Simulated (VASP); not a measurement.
## AlN: single point with r2SCAN

Crystal: AlN.

```
CELL_PARAMETERS angstrom
0.00000 2.18490 2.18490
2.18490 0.00000 2.18490
2.18490 2.18490 0.00000
ATOMIC_POSITIONS crystal
Al 0.00891 0.99109 0.99109
N 0.73284 0.76716 0.76716
```

This cell differs from its parent crystal: mode 4 (663.4 1/cm) frozen in, largest displacement +0.075 Å.

```json
{
  "Program": "VASP 6.6.1",
  "Task": "single point",
  "Functional": "r2SCAN",
  "Potentials or basis": "VASP PAW PBE potentials, release 64 (Al, N)",
  "Cutoff": "520 eV",
  "k mesh": "10 × 10 × 10",
  "Occupations": "gaussian, width 0.05 eV",
  "Spin": "no spin polarisation",
  "Dipole correction": "no",
  "Further INCAR settings": "ALGO = Normal; EDIFF = 1e-07; NBANDS = 11"
}
```

```json
{
 "Pressure": "1.3 GPa",
 "Largest force": "1.695 eV/Å",
 "Band gap on the k mesh": "3.63 eV, indirect (least direct gap 4.56 eV)"
}
```

Forces in eV/Å, atoms in the order of the input:
```
Al   1.695  0.000  0.000
N   -1.695  0.000  0.000
```

Stress tensor (GPa, compression positive):
```
-0.44  0.00  0.00
 0.00  2.13  7.83
 0.00  7.83  2.13
```

Levels at points of the mesh, in eV from the valence-band top:
```tsv
k point	band 1	band 2	band 3	band 4	band 5	band 6	band 7	band 8	band 9
(0.00, 0.00, 0.00)	-16.03	-0.62	-0.28	0.00	4.56	13.17	13.24	13.25	18.17
(0.50, 0.00, 0.00)	-14.01	-6.27	-0.84	-0.52	7.80	10.40	11.55	11.86	18.90
(0.00, 0.50, 0.00)	-14.04	-6.09	-1.08	-0.69	7.93	10.55	11.53	11.73	18.89
(0.50, 0.50, 0.00)	-13.40	-5.25	-2.09	-2.07	3.63	9.09	14.79	16.68	16.71
(0.00, 0.50, 0.50)	-13.40	-5.24	-2.33	-1.89	3.66	9.19	14.80	16.57	16.70
```

It took 3.2 min on 1 thread of AMD EPYC 7R13 Processor (Zen 3), with other jobs on the host, peak memory 0.13 GiB.

Caveat: the cell differs from its parent crystal (mode 4 (663.4 1/cm) frozen in, largest displacement +0.075 Å); the PAW data sets were made with another functional, which shifts forces and pressure a little. A k mesh can miss the band edges.
